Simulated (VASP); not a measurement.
Runs of VASP 6.6.1 on W. The structure is that of space group Fm-3m (No. 225), or close to it. The cells are those of the table. 

| task | cell | cutoff (eV) | gap on the mesh (eV) | pressure (GPa) |
| --- | --- | --- | --- | --- |
| relaxation of cell and atoms | relaxed from a = 2.837 Å, angles 60.0°, 1 atom | 600 | none | 0.0 |
| single point | a = 2.731 Å, angles 60.0°, 1 atom | 520 | none | 50.1 |
| single point | a = 2.855 Å, angles 60.0°, 1 atom | 520 | none | 0.5 |
| single point | a = 2.730 Å, angles 60.0°, 1 atom | 520 | none | (a) |
| relaxation of cell and atoms | relaxed to 49 GPa from a = 2.731 Å, angles 60.0°, 1 atom | 600 | none | 49.0 |

Alike in all rows: level PBE; potentials or basis VASP PAW PBE potentials, release 64 (W_sv); no spin polarisation; k mesh 17 × 17 × 17; smearing fermi-dirac 0.08 eV.

Fill in the values left out.

(a) 50.5.

Caveats: spin-orbit coupling is left out, which moves the levels of the heavy elements; the cell is relaxed towards a set pressure, so the enthalpy falls and the energy may rise (some runs).

A k mesh can miss the band edges, and the runs leave out spin-orbit coupling on W.

A gap of «none» marks levels without a gap at the run's occupations.
